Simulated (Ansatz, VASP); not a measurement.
## Two plane-wave programs on KMgF3

INCAR

```
SYSTEM = KMgF3
PREC = Accurate
ENCUT = 520
EDIFF = 1E-6
ISMEAR = 0
SIGMA = 0.05
LREAL = .False.
LASPH = .True.
NELM = 80
ALGO = Normal
ISIF = 2
LWAVE = .False.
LCHARG = .True.
GGA = PE
LELF = .True.
LVHAR = .True.
NBANDS = 24
```

Contents of KPOINTS:

```
Automatic mesh
0
Gamma
  6 6 6
  0 0 0
```

The input POSCAR:

```
KMgF3
1.0
    3.9859000000      0.0000000000      0.0000000000
    0.0000000000      3.9859000000      0.0000000000
    0.0000000000      0.0000000000      3.9859000000
K Mg F
1 1 3
Direct
    0.5000000000      0.5000000000      0.5000000000
    0.0000000000      0.0000000000      0.0000000000
    0.5000000000     -0.0110876273     -0.0110876273
    0.0000000000      0.4889123727     -0.0110876273
    0.0000000000     -0.0110876273      0.4889123727
```

Input for Ansatz:

```yaml
crystal:
  lattice:
    - [3.9859, 0.0, 0.0]
    - [0.0, 3.9859, 0.0]
    - [0.0, 0.0, 3.9859]
  atoms:
    - { symbol: K, position: [0.5, 0.5, 0.5] }
    - { symbol: Mg, position: [0.0, 0.0, 0.0] }
    - { symbol: F, position: [0.5, -0.0110876273, -0.0110876273] }
    - { symbol: F, position: [0.0, 0.4889123727, -0.0110876273] }
    - { symbol: F, position: [0.0, -0.0110876273, 0.4889123727] }
basis:
  ecutwfc: 420
kpoints:
  mp_grid: { grid: [6, 6, 6] }
hamiltonian:
  xc: pbe
scf:
  occupations: { method: gaussian, width: 0.05 }
output:
  forces: true
  stress: true
  eigenvalues: true
```

Change from the starting cell: all F atoms moved +0.062 Å, as atom 3 towards its neighbour atom 1 (K) at 2.818 Å.

Alike in both runs: task single point; functional PBE; k mesh 6 × 6 × 6; occupations gaussian, width 0.05 eV; no spin polarisation.

|  | VASP | Ansatz |
| --- | --- | --- |
| version | VASP 6.6.1 | Ansatz 0.2.0 |
| potentials or method | VASP PAW PBE potentials, release 64 (K_sv, Mg, F), cutoff 520 eV | scalar-relativistic, plane waves, PAW |
| valence electrons in the cell | 32 | 40 |

VASP gave:

* gap on the k mesh at the Fermi level (eV): 7.30
* least direct gap on the mesh (eV): 7.63
* pressure (GPa): 3.5
* traceless stress, the component that is largest in VASP (GPa): -0.20
* rms of the force components (eV/Å): 0.181

Task: What did Ansatz give for the same quantities?

Result: gap on the k mesh at the Fermi level (eV): 7.33; least direct gap on the mesh (eV): 7.65; pressure (GPa): 4.0; traceless stress, the component that is largest in VASP (GPa): -0.19; rms of the force components (eV/Å): 0.178.

Atom by atom the forces differ by 0.003 eV/Å (rms over components). VASP's potentials hold 32 valence electrons a cell and Ansatz's 40, so a difference there can come from the potentials and not from the codes.
